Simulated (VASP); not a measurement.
# CuO (Cc) in VASP: a series of runs

The runs below take CuO through single point, with LDA+U.

Everything below comes from runs of VASP 6.6.1. Logs are shortened: lines on timing, memory, paths and dates and some standing lists are left out, and cuts for length are marked.

### Step 1. The cell of the first run

Symmetry: Cc, No. 9, monoclinic system. The conventional cell has a = 4.689 Å, b = 3.427 Å, c = 5.132 Å, α = 90.00°, β = 99.65°, γ = 90.00°. Within 2.5 Å of Cu (site symmetry 1) lie 4 O at 1.91 to 2.02 Å. O (site symmetry 1) has 4 Cu at 1.91 to 2.02 Å within 2.5 Å.

### Step 2. Single point, LDA+U, collinear spin, ferromagnetic start

Input file INCAR:

```
ALGO = Normal
EDIFF = 1E-7
ENCUT = 520
ISIF = 2
ISMEAR = 0
ISPIN = 2
LASPH = True
LCHARG = False
LDAU = True
LDAUJ = 0 0
LDAUL = 2 -1
LDAUPRINT = 1
LDAUTYPE = 2
LDAUU = 6 0
LMAXMIX = 4
LORBIT = 11
LREAL = False
LWAVE = False
MAGMOM = 1 1 0 0
NBANDS = 29
NELM = 150
PREC = Accurate
SIGMA = 0.05
```

Input file KPOINTS:

```
k-points
0
Gamma
  8 8 5
```

Input file POSCAR:

```
CuO
1.0
    2.3446497600     -1.7133998200      0.0000000000
    2.3446497600      1.7133998200      0.0000000000
   -0.8605499100      0.0000000000      5.0594394800
Cu O
2 2
Direct
    0.0032000000      0.4968000000      0.0000000000
    0.4968000000      0.0032000000      0.5000000000
    0.5714000000      0.4056000000      0.2537000000
    0.4056000000      0.5714000000      0.7537000000
```

Potentials or basis: VASP PAW LDA potentials, release 64 (Cu, O).

Started as:

```sh
$ cat potpaw_LDA.64/Cu/POTCAR potpaw_LDA.64/O/POTCAR > POTCAR
$ mpirun -np 1 vasp_std > vasp.out
```

OUTCAR:

```text
EDIFF = 1E-7
   ENCUT = 520
   ISIF = 2
   ISMEAR = 0
   ISPIN = 2
   LASPH = True
   LORBIT = 11
   LREAL = False
   NELM = 150
   PREC = Accurate

 ion  position               nearest neighbor table
   1  0.003  0.497  0.000-   4 1.91   3 1.93   4 1.98   3 2.02
   2  0.497  0.003  0.500-   3 1.91   4 1.93   3 1.98   4 2.02
   3  0.571  0.406  0.254-   2 1.91   1 1.93   2 1.98   1 2.02
   4  0.406  0.571  0.754-   1 1.91   2 1.93   1 1.98   2 2.02

  LATTYP: Found a base centered monoclinic cell.
 ALAT       =     4.6892995200
 B/A-ratio  =     0.7307700490
 C/A-ratio  =     1.0944283419
 COS(beta)  =    -0.1676798045

  Lattice vectors:

 A1 = (   2.3446497600,  -1.7133998200,   0.0000000000)
 A2 = (   2.3446497600,   1.7133998200,   0.0000000000)
 A3 = (  -0.8605499100,   0.0000000000,   5.0594394800)

Analysis of symmetry for initial positions (statically):
=====================================================================
 Subroutine PRICEL returns:
 Original cell was already a primitive cell.

 Routine SETGRP: Setting up the symmetry group for a
 base centered monoclinic supercell.

 Subroutine GETGRP returns: Found  2 space group operations
 (whereof  1 operations were pure point group operations)
 out of a pool of  4 trial point group operations.

The static configuration has the point symmetry C_1 .
 The point group associated with its full space group is C_1h.

Analysis of symmetry for dynamics (positions and initial velocities):
=====================================================================
 Subroutine PRICEL returns:
 Original cell was already a primitive cell.

 Routine SETGRP: Setting up the symmetry group for a
 base centered monoclinic supercell.

 Subroutine GETGRP returns: Found  2 space group operations
 (whereof  1 operations were pure point group operations)
 out of a pool of  4 trial point group operations.

The dynamic configuration has the point symmetry C_1 .
 The point group associated with its full space group is C_1h.

Analysis of structural, dynamic, and magnetic symmetry:
=====================================================================
 Subroutine PRICEL returns:
 Original cell was already a primitive cell.

 Routine SETGRP: Setting up the symmetry group for a
 base centered monoclinic supercell.

 Subroutine GETGRP returns: Found  2 space group operations
 (whereof  1 operations were pure point group operations)
 out of a pool of  4 trial point group operations.

The overall configuration has the point symmetry C_1 .
 The point group associated with its full space group is C_1h.

 Subroutine INISYM returns: Found  2 space group operations
 (whereof  1 operations are pure point group operations),
 and found     1 'primitive' translations

----------------------------------------------------------------------------------------

                                     Primitive cell

  volume of cell :      40.6508

  direct lattice vectors                    reciprocal lattice vectors
     2.344649760 -1.713399820  0.000000000     0.213251467 -0.291817470  0.036271514
[... 147 lines left out ...]
  0.9560 -0.0390  0.0089  0.0491 -0.0173
 -0.0390  0.7941  0.0033  0.2502 -0.0844
  0.0089  0.0033  0.9735 -0.0050  0.0004
  0.0491  0.2502 -0.0050  0.6161  0.1195
 -0.0173 -0.0844  0.0004  0.1195  0.9299

 occupancies and eigenvectors

  o =  0.3916  v =  0.0000  0.0000  0.0000  0.0000  0.0000 -0.1145 -0.5527  0.0119  0.7820 -0.2640      0.0000  0.0000  0.0000  0.0000  0.0000  0.0000  0.0000  0.0000  0.0000  0.0000
  o =  0.9582  v =  0.0000  0.0000  0.0000  0.0000  0.0000  0.8521  0.1434 -0.4524  0.2095 -0.0697      0.0000  0.0000  0.0000  0.0000  0.0000  0.0000  0.0000  0.0000  0.0000  0.0000
  o =  0.9650  v =  0.8572  0.1395 -0.4587  0.1842 -0.0373  0.0000  0.0000  0.0000  0.0000  0.0000      0.0000  0.0000  0.0000  0.0000  0.0000  0.0000  0.0000  0.0000  0.0000  0.0000
  o =  0.9699  v =  0.0000  0.0000  0.0000  0.0000  0.0000  0.0494  0.1550  0.1969  0.4094  0.8759      0.0000  0.0000  0.0000  0.0000  0.0000  0.0000  0.0000  0.0000  0.0000  0.0000
  o =  0.9711  v =  0.0000  0.0000  0.0000  0.0000  0.0000 -0.1197  0.7805  0.2666  0.4020 -0.3792      0.0000  0.0000  0.0000  0.0000  0.0000  0.0000  0.0000  0.0000  0.0000  0.0000
  o =  0.9754  v =  0.0256 -0.6091 -0.3368 -0.5817 -0.4201  0.0000  0.0000  0.0000  0.0000  0.0000      0.0000  0.0000  0.0000  0.0000  0.0000  0.0000  0.0000  0.0000  0.0000  0.0000
  o =  0.9765  v = -0.1188  0.5083  0.0264  0.0613 -0.8503  0.0000  0.0000  0.0000  0.0000  0.0000      0.0000  0.0000  0.0000  0.0000  0.0000  0.0000  0.0000  0.0000  0.0000  0.0000
  o =  0.9787  v =  0.0000  0.0000  0.0000  0.0000  0.0000 -0.4941  0.2019 -0.8278  0.1236  0.1205      0.0000  0.0000  0.0000  0.0000  0.0000  0.0000  0.0000  0.0000  0.0000  0.0000
  o =  0.9821  v = -0.4933  0.1842 -0.8218  0.1429  0.1638  0.0000  0.0000  0.0000  0.0000  0.0000      0.0000  0.0000  0.0000  0.0000  0.0000  0.0000  0.0000  0.0000  0.0000  0.0000
  o =  1.0330  v = -0.0839 -0.5632  0.0056  0.7768 -0.2688  0.0000  0.0000  0.0000  0.0000  0.0000      0.0000  0.0000  0.0000  0.0000  0.0000  0.0000  0.0000  0.0000  0.0000  0.0000

atom =   2  type =  1  l = 2

 onsite density matrix

spin component  1

  0.9698  0.0008 -0.0067  0.0059 -0.0012
  0.0008  0.9940  0.0005  0.0253 -0.0085
 -0.0067  0.0005  0.9777  0.0004 -0.0012
  0.0059  0.0253  0.0004  1.0100 -0.0119
 -0.0012 -0.0085 -0.0012 -0.0119  0.9805

spin component  2

  0.9560 -0.0390 -0.0089 -0.0491  0.0173
 -0.0390  0.7941 -0.0033 -0.2502  0.0844
 -0.0089 -0.0033  0.9735 -0.0050  0.0004
 -0.0491 -0.2502 -0.0050  0.6161  0.1195
  0.0173  0.0844  0.0004  0.1195  0.9299

 occupancies and eigenvectors

  o =  0.3916  v =  0.0000  0.0000  0.0000  0.0000  0.0000  0.1145  0.5527  0.0119  0.7820 -0.2640      0.0000  0.0000  0.0000  0.0000  0.0000  0.0000  0.0000  0.0000  0.0000  0.0000
  o =  0.9582  v =  0.0000  0.0000  0.0000  0.0000  0.0000  0.8521  0.1434  0.4524 -0.2095  0.0697      0.0000  0.0000  0.0000  0.0000  0.0000  0.0000  0.0000  0.0000  0.0000  0.0000
  o =  0.9650  v =  0.8572  0.1395  0.4587 -0.1842  0.0373  0.0000  0.0000  0.0000  0.0000  0.0000      0.0000  0.0000  0.0000  0.0000  0.0000  0.0000  0.0000  0.0000  0.0000  0.0000
  o =  0.9699  v =  0.0000  0.0000  0.0000  0.0000  0.0000 -0.0494 -0.1550  0.1969  0.4094  0.8759      0.0000  0.0000  0.0000  0.0000  0.0000  0.0000  0.0000  0.0000  0.0000  0.0000
  o =  0.9711  v =  0.0000  0.0000  0.0000  0.0000  0.0000 -0.1197  0.7805 -0.2666 -0.4020  0.3792      0.0000  0.0000  0.0000  0.0000  0.0000  0.0000  0.0000  0.0000  0.0000  0.0000
  o =  0.9754  v = -0.0256  0.6091 -0.3368 -0.5817 -0.4201  0.0000  0.0000  0.0000  0.0000  0.0000      0.0000  0.0000  0.0000  0.0000  0.0000  0.0000  0.0000  0.0000  0.0000  0.0000
  o =  0.9765  v =  0.1188 -0.5083  0.0264  0.0613 -0.8503  0.0000  0.0000  0.0000  0.0000  0.0000      0.0000  0.0000  0.0000  0.0000  0.0000  0.0000  0.0000  0.0000  0.0000  0.0000
  o =  0.9787  v =  0.0000  0.0000  0.0000  0.0000  0.0000  0.4941 -0.2019 -0.8278  0.1236  0.1205      0.0000  0.0000  0.0000  0.0000  0.0000  0.0000  0.0000  0.0000  0.0000  0.0000
  o =  0.9821  v = -0.4933  0.1842  0.8218 -0.1429 -0.1638  0.0000  0.0000  0.0000  0.0000  0.0000      0.0000  0.0000  0.0000  0.0000  0.0000  0.0000  0.0000  0.0000  0.0000  0.0000
  o =  1.0330  v =  0.0839  0.5632  0.0056  0.7768 -0.2688  0.0000  0.0000  0.0000  0.0000  0.0000      0.0000  0.0000  0.0000  0.0000  0.0000  0.0000  0.0000  0.0000  0.0000  0.0000

 number of electron      33.9999999 magnetization       1.9998977

 Free energy of the ion-electron system (eV)
  ---------------------------------------------------
  ext. energy  EPLUGINS =         0.00000000
  ---------------------------------------------------
  free energy    TOTEN  =       -19.56496196 eV

  energy without entropy =      -19.56495405  energy(sigma->0) =      -19.56495801

 E-fermi :   4.9817     XC(G=0): -12.3739

 val. band max:        4.9033687220   @ k =   0.5000   0.5000   0.0000
 cond. band min:       5.0692564794   @ k =  -0.3750   0.3750   0.0000
 fundamental gap:      0.1658877574
 Fermi energy:         4.9817307044

 spin component 1

 k-point     1 :       0.0000    0.0000    0.0000
  band No.  band energies     occupation
      1     -14.2512      1.00000
      2     -12.8240      1.00000
      3      -3.5011      1.00000
      4      -2.7336      1.00000
      5      -2.3869      1.00000
      6      -0.8600      1.00000
[... 1529 lines left out ...]
     28      24.8260      0.00000
     29      26.2909      0.00000

 [... further k-points ...]

------------------------ aborting loop because EDIFF is reached ----------------------------------------

  FORCE on cell =-STRESS in cart. coord.  units (eV):
  Direction    XX          YY          ZZ          XY          YZ          ZX
  --------------------------------------------------------------------------------------
  -------------------------------------------------------------------------------------
  Total       -3.3894175     -2.3274148     -3.5136001      0.0000000      0.0000000      0.3779096
  in kB     -133.5877241    -91.7308219   -138.4821566      0.0000000      0.0000000     14.8946189
  external PRESSURE =    -121.2669009 kB  Pullay stress =       0.0000000 kB

 VOLUME and BASIS-vectors are now :
 -----------------------------------------------------------------------------
  energy-cutoff  :      520.00
  volume of cell :       40.65
      direct lattice vectors                 reciprocal lattice vectors
     2.344649760 -1.713399820  0.000000000     0.213251467 -0.291817470  0.036271514
     2.344649760  1.713399820  0.000000000     0.213251467  0.291817470  0.036271514
    -0.860549910  0.000000000  5.059439480     0.000000000  0.000000000  0.197650353

 POSITION                                       TOTAL-FORCE (eV/Angst)
 -----------------------------------------------------------------------------------
      1.17232      0.84573      0.00000        -0.604834      0.232220      0.252070
      0.74205     -0.84573      2.52972        -0.604834     -0.232220      0.252070
      2.07240     -0.28408      1.28358         0.604834      0.284994     -0.252070
      1.64213      0.28408      3.81330         0.604834     -0.284994     -0.252070
 -----------------------------------------------------------------------------------
    total drift:                               -0.000123      0.000000     -0.000569

  FREE ENERGIE OF THE ION-ELECTRON SYSTEM (eV)
  ---------------------------------------------------
  free  energy   TOTEN  =       -19.5649619624 eV

  energy  without entropy=      -19.5649540512  energy(sigma->0) =      -19.56495801

 total charge

# of ion       s       p       d       tot
------------------------------------------
    1        0.380   0.396   9.180   9.955
    2        0.380   0.396   9.180   9.955
    3        1.543   3.414   0.000   4.957
    4        1.543   3.414   0.000   4.957
--------------------------------------------------
tot          3.846   7.620  18.359  29.825

 magnetization (x)

# of ion       s       p       d       tot
------------------------------------------
    1       -0.002   0.005   0.662   0.666
    2       -0.002   0.005   0.662   0.666
    3        0.019   0.274   0.000   0.293
    4        0.019   0.274   0.000   0.293
--------------------------------------------------
tot          0.034   0.559   1.325   1.918
```

It took 8.4 min on 1 thread of Oxide Virtual Turin-like, shared host; peak memory 0.23 GiB.

Results:

| Quantity | Value |
| --- | --- |
| Free energy | -19.5650 eV |
| Pressure | -12.1 GPa |
| Largest force | 0.715 eV/Å |
| Net moment | 2.00 μB per cell |
| Site moments | Cu +0.67; O +0.29 μB |
| Valence electrons inside the program's atomic spheres | Cu 9.96; O 4.96 |

Forces on the atoms (eV/Å):
```
Cu  -0.605  0.232  0.252
Cu  -0.605 -0.232  0.252
O    0.605  0.285 -0.252
O    0.605 -0.285 -0.252
```

Eigenvalues of the final occupation matrices:
| site | spin | trace | eigenvalues |
| --- | --- | --- | --- |
| site 1 d | 1 | 4.93 | 0.97 0.98 0.98 0.98 1.03 |
| site 1 d | 2 | 4.27 | 0.39 0.96 0.97 0.97 0.98 |
| site 2 d | 1 | 4.93 | 0.97 0.98 0.98 0.98 1.03 |
| site 2 d | 2 | 4.27 | 0.39 0.96 0.97 0.97 0.98 |

The state reached can hang on the start; a lower one may exist.

### Step 3. Single point, LDA+U, collinear spin, ferromagnetic start

Input file INCAR:

```
SYSTEM = CuO
ALGO = Normal
EDIFF = 1E-6
ENCUT = 520
ISIF = 2
ISMEAR = 0
ISPIN = 2
LASPH = .TRUE.
LCHARG = .TRUE.
LDAU = .TRUE.
LDAUJ = 0 0
LDAUL = 2 -1
LDAUPRINT = 1
LDAUTYPE = 2
LDAUU = 6 0
LELF = .TRUE.
LMAXMIX = 4
LORBIT = 11
LREAL = .FALSE.
LVHAR = .TRUE.
LWAVE = .FALSE.
MAGMOM = 1 1 0 0
NBANDS = 29
NELM = 150
PREC = Accurate
SIGMA = 0.05
```

Input file KPOINTS:

```
k-points
0
G
  8 8 5
  0 0 0
```

POSCAR is that of step 2.

Potentials or basis: VASP PAW LDA potentials, release 64 (Cu, O).

Started as:

```sh
$ cat potpaw_LDA.64/Cu/POTCAR potpaw_LDA.64/O/POTCAR > POTCAR
$ mpirun -np 1 vasp_std > vasp.out
```

Run time: 4.7 min. Hardware: 1 thread of Oxide Virtual Turin-like, shared host; peak memory 0.23 GiB.

Results (log left out):

| Property | Result |
| --- | --- |
| Free energy | -19.5650 eV |
| Pressure | -12.1 GPa |
| Largest force | 0.715 eV/Å |
| Net moment | 2.00 μB per cell |
| Site moments | Cu +0.67; O +0.29 μB |
| Valence electrons inside the program's atomic spheres | Cu 9.96; O 4.96 |

Forces in eV/Å, atoms in the order of the input:
```
Cu  -0.605  0.232  0.252
Cu  -0.605 -0.232  0.252
O    0.605  0.285 -0.252
O    0.605 -0.285 -0.252
```

Stress tensor (GPa, compression positive):
```
-13.34   0.00   1.49
  0.00  -9.15   0.00
  1.49   0.00 -13.83
```

Levels at points of the mesh, in eV from the Fermi level:
Spin up:
```
           k point  band 15  band 16  band 17  band 18  band 19  band 20  band 21  band 22
(0.00, 0.00, 0.00)    -2.59    -2.19    -0.72    -0.23     1.63     6.32     8.10    13.52
(0.50, 0.00, 0.00)    -3.02    -2.07    -1.14    -0.81     5.04     6.57     7.05    11.16
(0.50, 0.50, 0.00)    -3.44    -3.16    -1.84    -0.08     3.63     7.02     8.78    10.12
```
Spin down:
| k point | band 14 | band 15 | band 16 | band 17 | band 18 | band 19 |
| --- | --- | --- | --- | --- | --- | --- |
| (0.00, 0.00, 0.00) | -2.14 | -2.08 | -1.62 | 1.33 | 1.91 | 2.14 |
| (0.50, 0.00, 0.00) | -2.90 | -2.50 | -1.54 | 1.30 | 1.60 | 5.19 |
| (0.50, 0.50, 0.00) | -3.00 | -2.63 | -1.54 | 0.16 | 2.37 | 3.69 |

Eigenvalues of the final occupation matrices:
```csv
site,spin,trace,eigenvalues
site 1 d,1,4.93,0.97 0.98 0.98 0.98 1.03
site 1 d,2,4.27,0.39 0.96 0.97 0.97 0.98
site 2 d,1,4.93,0.97 0.98 0.98 0.98 1.03
site 2 d,2,4.27,0.39 0.96 0.97 0.97 0.98
```

The state reached can hang on the start; a lower one may exist.
